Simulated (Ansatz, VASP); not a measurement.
**One calculation of C18F, two programs**

```
C F
1.0
     7.39800    0.00000    0.00000
    -3.69900    6.40686    0.00000
     0.00000    0.00000   13.00000
C F
18 1
Direct
  0.99636 0.00179 0.07183
  0.21899 0.11350 0.06856
  0.99670 0.33578 0.07279
  0.21841 0.44664 0.07306
  0.99636 0.66944 0.07187
  0.21899 0.78037 0.06853
  0.33003 0.00245 0.06824
  0.55211 0.11349 0.06853
  0.33069 0.33612 0.07183
  0.55118 0.44474 0.07698
  0.33069 0.66944 0.07176
  0.55119 0.78129 0.07686
  0.66304 0.00179 0.07176
  0.88585 0.11408 0.07306
  0.66304 0.33612 0.07186
  0.88585 0.44663 0.07309
  0.66337 0.66912 0.10306
  0.88774 0.78130 0.07699
  0.66327 0.66920 0.22012
```

Alike in both runs: functional PBEsol; k mesh 2 × 2 × 1; occupations fermi-dirac, width 0.05 eV; collinear spin.

Ansatz relaxed the structure, and its values are those at the end. VASP's run is a single point on that final structure, the one shown.

|  | VASP | Ansatz |
| --- | --- | --- |
| version | VASP 6.6.1 | Ansatz 0.2.0 |
| potentials or method | VASP PAW PBE potentials, release 64 (C, F), cutoff 520 eV | scalar-relativistic, plane waves, PAW |
| valence electrons in the cell | 79 | 79 |

Ansatz gave:

* rms of the force components (eV/Å): 0.007
* net moment per atom (μB): 0.00

Problem. Estimate VASP's values.

Solution. rms of the force components (eV/Å): 0.033; net moment per atom (μB): 0.00.

VASP's potentials were made for PBE, not for PBEsol. Ansatz's warnings: filled band counts differ across k points, seeded moment not kept.

The k mesh is coarse, so the values compare programs but aren't converged.
